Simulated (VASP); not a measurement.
# Al4Ir (P4/mmm) in VASP: notebook, part 2 of 2

VASP 6.6.1. The steps go on from the part before.

## (3) Single point, PBE

This run uses another cell than the first one, of 16.44 Å³/atom.

INCAR reads:

```
SYSTEM = Al4Ir
ALGO     = Fast           ! electronic algorithm
EDIFF    = 1E-6           ! SCF threshold, eV
ENCUT    = 520            ! plane-wave cutoff, eV
GGA      = PE             ! functional
ISIF     = 2              ! what is computed and relaxed
ISMEAR   = 0              ! smearing method
LASPH    = .TRUE.         ! aspherical terms in the spheres
LCHARG   = .FALSE.        ! write CHGCAR
LREAL    = .FALSE.        ! projectors in reciprocal space
LWAVE    = .FALSE.        ! write WAVECAR
NBANDS   = 18             ! bands
NELM     = 80             ! most SCF steps
PREC     = Accurate       ! precision mode
SIGMA    = 0.1            ! smearing width, eV
```

KPOINTS reads:

```
k-points
0
G
  6 6 4
  0 0 0
```

POSCAR reads:

```
Al4Ir
1.0
    2.9068361384      0.0000000000      0.0000000000
    0.0000000000      2.9068361384      0.0000000000
    0.0000000000      0.0000000000      9.7306219183
Al Ir
4 1
Direct
    0.0000000000      0.0000000000      0.1645616136
    0.0000000000      0.0000000000      0.8354383864
    0.5000000000      0.5000000000      0.3641025247
    0.5000000000      0.5000000000      0.6358974753
    0.5000000000      0.5000000000      0.0000000000
```

Potentials or basis: VASP PAW PBE potentials, release 64 (Al, Ir).

Started as:

```
$ cat potpaw_PBE.64/Al/POTCAR potpaw_PBE.64/Ir/POTCAR > POTCAR
$ mpirun -np 1 vasp_std > vasp.out
```

It took 20 s on 1 thread of Intel Xeon 6975P-C (Granite Rapids), shared host; peak memory 0.21 GiB.

Results (log left out):

* Free energy: -25.4342 eV
* Pressure: 0.2 GPa
* Largest force: 0.025 eV/Å
* Band gap on the k mesh: zero (an odd number of electrons rules out a gap without spin polarisation)

Forces on the atoms (eV/Å):
```
Al   0.000  0.000  0.025
Al   0.000  0.000 -0.025
Al   0.000  0.000 -0.012
Al   0.000  0.000  0.012
Ir   0.000  0.000  0.000
```

Stress tensor (GPa, compression positive):
```
0.14 0.00 0.00
0.00 0.14 0.00
0.00 0.00 0.29
```

Levels at points of the mesh, in eV from the Fermi level:
| k point | band 6 | band 7 | band 8 | band 9 | band 10 | band 11 | band 12 | band 13 | band 14 | band 15 |
| --- | --- | --- | --- | --- | --- | --- | --- | --- | --- | --- |
| (0.00, 0.00, 0.00) | -4.11 | -1.97 | -1.95 | -1.95 | -0.59 | 2.90 | 5.71 | 5.71 | 5.72 | 6.15 |
| (0.50, 0.00, 0.00) | -3.62 | -3.49 | -3.30 | -2.56 | -1.50 | 0.18 | 0.20 | 0.69 | 2.04 | 3.42 |
| (0.50, 0.50, 0.00) | -2.42 | -0.74 | -0.36 | -0.36 | -0.27 | -0.11 | 0.05 | 0.12 | 0.12 | 0.91 |
| (0.00, 0.00, 0.50) | -3.88 | -1.95 | -1.95 | -1.12 | -0.59 | 1.53 | 5.85 | 5.88 | 5.88 | 6.53 |
| (0.50, 0.00, 0.50) | -4.07 | -2.84 | -2.83 | -2.56 | -1.87 | -1.50 | 0.50 | 1.63 | 2.83 | 3.65 |
| (0.50, 0.50, 0.50) | -2.23 | -1.34 | -1.18 | -1.18 | -0.38 | 0.45 | 0.91 | 1.17 | 1.27 | 1.27 |

Caveat: the k points lie up to 0.36 Å⁻¹ apart, too coarse for converged energies and pressures of a metal; spin-orbit coupling is left out, which moves the levels of the heavy elements.

## (4) Single point, PBE

This run uses another cell than the first one, of 16.49 Å³/atom.

INCAR reads:

```
PREC = Accurate
ENCUT = 520
EDIFF = 1E-6
ISMEAR = 0
SIGMA = 0.1
LREAL = False
LASPH = True
NELM = 80
ALGO = Fast
ISIF = 2
LWAVE = False
LCHARG = False
GGA = PE
NBANDS = 18
```

KPOINTS reads:

```
Automatic mesh
0
Gamma
  14 14 4
```

POSCAR reads:

```
Al4Ir
1.0
    2.9054680486      0.0000000000      0.0000000000
    0.0000000000      2.9054680486      0.0000000000
    0.0000000000      0.0000000000      9.7672879409
Al Ir
4 1
Direct
    0.0000000000      0.0000000000      0.1636289711
    0.0000000000      0.0000000000      0.8363710289
    0.5000000000      0.5000000000      0.3644933848
    0.5000000000      0.5000000000      0.6355066152
    0.5000000000      0.5000000000      0.0000000000
```

Started as:

```
$ cat potpaw_PBE.64/Al/POTCAR potpaw_PBE.64/Ir/POTCAR > POTCAR
$ mpirun -np 1 vasp_std > vasp.out
```

Run time: 69 s. Hardware: 1 thread of Intel Xeon 6975P-C (Granite Rapids), shared host; peak memory 0.31 GiB.

Results (log left out):

* Free energy: -25.3810 eV
* Pressure: 0.1 GPa
* Largest force: 0.008 eV/Å
* Band gap on the k mesh: zero (an odd number of electrons rules out a gap without spin polarisation)

Forces in eV/Å, atoms in the order of the input:
```
Al   0.000  0.000  0.008
Al   0.000  0.000 -0.008
Al   0.000  0.000 -0.002
Al   0.000  0.000  0.002
Ir   0.000  0.000  0.000
```

Stress tensor (GPa, compression positive):
```
0.09 0.00 0.00
0.00 0.09 0.00
0.00 0.00 0.01
```

Levels at points of the mesh, in eV from the Fermi level:
```tsv
k point	band 6	band 7	band 8	band 9	band 10	band 11	band 12	band 13	band 14	band 15
(0.00, 0.00, 0.00)	-4.22	-2.06	-2.00	-2.00	-0.63	2.75	5.57	5.69	5.69	6.11
(0.50, 0.00, 0.00)	-3.69	-3.54	-3.36	-2.61	-1.54	0.07	0.13	0.60	1.99	3.29
(0.50, 0.50, 0.00)	-2.46	-0.79	-0.41	-0.41	-0.30	-0.16	0.01	0.05	0.05	0.87
(0.00, 0.00, 0.50)	-3.96	-2.00	-2.00	-1.22	-0.63	1.40	5.82	5.86	5.86	6.50
(0.50, 0.00, 0.50)	-4.12	-2.91	-2.90	-2.61	-1.94	-1.54	0.41	1.58	2.72	3.52
(0.50, 0.50, 0.50)	-2.26	-1.37	-1.23	-1.23	-0.42	0.40	0.87	1.13	1.19	1.19
```

Caveat: spin-orbit coupling is left out, which moves the levels of the heavy elements.

## (5) Single point, PBE, collinear spin

This run uses another cell than the first one, of 16.44 Å³/atom.

INCAR reads:

```
PREC = Accurate
ENCUT = 520
EDIFF = 1E-7
ISMEAR = 0
SIGMA = 0.1
LREAL = False
LASPH = True
NELM = 150
ALGO = Fast
ISIF = 2
LWAVE = False
LCHARG = True
ISPIN = 2
MAGMOM = 0 0 0 0 1
LORBIT = 11
LMAXMIX = 4
GGA = PE
LELF = True
LVHAR = True
NBANDS = 22
```

KPOINTS reads:

```
regular mesh
0
Gamma
  6 6 2
```

POSCAR reads:

```
Al4Ir
1.0
    2.9068361384      0.0000000000      0.0000000000
    0.0000000000      2.9068361384      0.0000000000
    0.0000000000      0.0000000000      9.7306219183
Al Ir
4 1
Direct
    0.0000000000      0.0000000000      0.1645616136
    0.0000000000      0.0000000000      0.8354383864
    0.5000000000      0.5000000000      0.3641025247
    0.5000000000      0.5000000000      0.6358974753
    0.5000000000      0.5000000000      0.0000000000
```

Started as:

```
$ cat potpaw_PBE.64/Al/POTCAR potpaw_PBE.64/Ir/POTCAR > POTCAR
$ mpirun -np 1 vasp_std > vasp.out
```

It took 36 s on 1 thread of Intel Xeon 6975P-C (Granite Rapids), shared host; peak memory 0.25 GiB.

It converged, with:

```yaml
Free_energy: -25.4100 eV
Pressure: -0.1 GPa
Largest_force: 0.100 eV/Å
Net_moment: 0.00 μB per cell
Valence_electrons_inside_the_program's_atomic_spheres: Al 0.76, 0.78 (each value once); Ir 8.56
```

Forces in eV/Å, atoms in the order of the input:
```
Al   0.000  0.000  0.100
Al   0.000  0.000 -0.100
Al   0.000  0.000 -0.012
Al   0.000  0.000  0.012
Ir   0.000  0.000  0.000
```

Stress tensor (GPa, compression positive):
```
 0.33  0.00  0.00
 0.00  0.33  0.00
 0.00  0.00 -0.97
```

Levels at points of the mesh, in eV from the Fermi level:
Spin up:
| k point | band 8 | band 9 | band 10 | band 11 | band 12 | band 13 |
| --- | --- | --- | --- | --- | --- | --- |
| (0.00, 0.00, 0.00) | -1.99 | -1.98 | -0.62 | 2.90 | 5.71 | 5.71 |
| (0.50, 0.00, 0.00) | -3.30 | -2.59 | -1.54 | 0.18 | 0.19 | 0.70 |
| (0.50, 0.50, 0.00) | -0.36 | -0.36 | -0.26 | -0.10 | 0.06 | 0.12 |
| (0.00, 0.00, 0.50) | -1.99 | -1.12 | -0.62 | 1.53 | 5.86 | 5.88 |
| (0.50, 0.00, 0.50) | -2.83 | -2.59 | -1.88 | -1.54 | 0.51 | 1.60 |
| (0.50, 0.50, 0.50) | -1.17 | -1.17 | -0.37 | 0.45 | 0.88 | 1.18 |
Spin down:
| k point | band 8 | band 9 | band 10 | band 11 | band 12 | band 13 |
| --- | --- | --- | --- | --- | --- | --- |
| (0.00, 0.00, 0.00) | -1.99 | -1.98 | -0.62 | 2.90 | 5.71 | 5.71 |
| (0.50, 0.00, 0.00) | -3.30 | -2.59 | -1.54 | 0.18 | 0.19 | 0.70 |
| (0.50, 0.50, 0.00) | -0.36 | -0.36 | -0.26 | -0.10 | 0.06 | 0.12 |
| (0.00, 0.00, 0.50) | -1.99 | -1.12 | -0.62 | 1.53 | 5.86 | 5.88 |
| (0.50, 0.00, 0.50) | -2.83 | -2.59 | -1.88 | -1.54 | 0.51 | 1.60 |
| (0.50, 0.50, 0.50) | -1.17 | -1.17 | -0.37 | 0.45 | 0.88 | 1.18 |

Caveat: the k points lie up to 0.36 Å⁻¹ apart; spin-orbit coupling is left out, which moves the levels of the heavy elements.

## (6) Overview

```tsv
spin	cell	k mesh	further INCAR settings	gap on the mesh (eV)	pressure (GPa)	largest force (eV/Å)
off	a = 3.376, b = 3.376, c = 6.704 Å, 5 atoms, atomic positions A	6 × 6 × 4	ALGO = Fast; EDIFF = 1e-06; NBANDS = 18	none	106.1	38.69
off	a = 2.907, b = 2.907, c = 9.731 Å, 5 atoms, atomic positions B	6 × 6 × 4	ALGO = Fast; EDIFF = 1e-06; NBANDS = 18	none	0.2	0.03
off	a = 2.905, b = 2.905, c = 9.767 Å, 5 atoms, atomic positions B	14 × 14 × 4	ALGO = Fast; EDIFF = 1e-06; NBANDS = 18	none	0.1	0.01
collinear	a = 2.907, b = 2.907, c = 9.731 Å, 5 atoms, atomic positions B	6 × 6 × 2	ALGO = Fast; EDIFF = 1e-07; NBANDS = 22	none	-0.1	0.10
```

Alike in all rows: task single point; level PBE; potentials or basis VASP PAW PBE potentials, release 64 (Al, Ir); cutoff (eV) 520; smearing gaussian 0.1 eV.

Caveats: some runs use coarse meshes; spin-orbit coupling is left out, which moves the levels of the heavy elements; atoms lie so close that the PAW spheres overlap strongly, which falsifies energies and pressures (at least some runs); the cell stands under pressure (at least some runs); forces of over 1 eV/Å act on the atoms, so gaps and moduli don't describe the material at rest (at least some runs).

Total energies depend on the potentials used, so only differences within one code and one set of settings carry meaning.
